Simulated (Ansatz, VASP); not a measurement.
**B3Ir: VASP beside Ansatz**

```
CELL_PARAMETERS angstrom
-1.61024 1.61024 3.25141
1.61024 -1.61024 3.25141
1.61024 1.61024 -3.25141
ATOMIC_POSITIONS crystal
B 0.50000 0.50000 0.00000
B 0.25000 0.75000 0.50000
B 0.75000 0.25000 0.50000
Ir 0.00000 0.00000 0.00000
```

Alike in both runs: functional PBE; k mesh 20 × 20 × 20; occupations gaussian, width 0.1 eV; no spin polarisation.

Ansatz relaxed the structure, and its values are those at the end. VASP's run is a single point on that final structure, the one shown.

|  | VASP | Ansatz |
| --- | --- | --- |
| version | VASP 6.6.1 | Ansatz 0.2.0 |
| potentials or method | VASP PAW PBE potentials, release 64 (B, Ir), cutoff 520 eV | scalar-relativistic, plane waves, PAW |
| valence electrons in the cell | 18 | 26 |

|  | VASP | Ansatz | Ansatz less VASP |
| --- | --- | --- | --- |
| gap on the k mesh at the Fermi level (eV) | none | none | - |
| pressure (GPa) | 0.9 | 0.0 | -0.92 |

A gap of «none» marks a metal or a gap that the smearing closes. VASP's potentials hold 18 valence electrons a cell and Ansatz's 26, so a difference there can come from the potentials and not from the codes.

Spin-orbit coupling is off throughout.
